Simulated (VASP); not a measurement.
Set up this calculation in VASP 6.6.1, as the native input.

```
Task                               : single point
Functional                         : PBEsol-based screened hybrid with 25 % exact exchange
Potentials or basis                : VASP PAW PBE potentials, release 64 (Li_sv)
Cutoff                             : 520 eV
k mesh                             : 6 × 6 × 6
Occupations                        : fermi-dirac, width 0.05 eV
Spin                               : no spin polarisation
Dipole correction                  : no
Grid for exact exchange (PRECFOCK) : Normal
Share of exact exchange            : 0.25
Further INCAR settings             : ALGO = Normal; EDIFF = 1e-06; NBANDS = 8
Screening parameter                : 0.207 1/Å
```

Li:

```
Li
1.0
    -1.75465    1.75465    1.75465
     1.75465   -1.75465    1.75465
     1.75465    1.75465   -1.75465
Li
1
Direct
  0.00000 0.00000 0.00000
```

These files were run (other wordings do the same):

POSCAR

```
Li
1.0
   -1.7546500000      1.7546500000      1.7546500000
    1.7546500000     -1.7546500000      1.7546500000
    1.7546500000      1.7546500000     -1.7546500000
Li
1
Direct
    0.0000000000      0.0000000000      0.0000000000
```

INCAR.step1

```
PREC = Accurate
ENCUT = 520
EDIFF = 1E-5
ISMEAR = -1
SIGMA = 0.05
LREAL = F
LASPH = T
NELM = 80
ALGO = Normal
ISIF = 2
LWAVE = T
LCHARG = F
NBANDS = 8
GGA = PE
```

INCAR.step2

```
PREC = Accurate
ENCUT = 520
EDIFF = 1E-6
ISMEAR = -1
SIGMA = 0.05
LREAL = F
LASPH = T
NELM = 80
ALGO = Normal
ISIF = 2
LWAVE = F
LCHARG = F
GGA = PS
LHFCALC = T
AEXX = 0.25
HFSCREEN = 0.207
PRECFOCK = Normal
NBANDS = 8
ISTART = 1
```

KPOINTS

```
Automatic mesh
0
Gamma
  6 6 6
```

Potentials or basis: VASP PAW PBE potentials, release 64 (Li_sv).

Command:

```bash
$ cat potpaw_PBE.64/Li_sv/POTCAR > POTCAR
$ cp INCAR.step1 INCAR
$ mpirun -np 1 vasp_std > vasp.out
$ cp INCAR.step2 INCAR
$ mpirun -np 1 vasp_std > vasp.out
```

Results of the run:

* Band gap on the k mesh: zero (an odd number of electrons rules out a gap without spin polarisation)

Caveat: the k points lie up to 0.42 Å⁻¹ apart, too coarse for converged energies and pressures of a metal.

Wall time 74 s on 1 thread of Intel(R) Xeon(R) Platinum 8259CL CPU @ 2.50GHz (Skylake/Cascade Lake), on a shared host, peak memory 0.23 GiB.
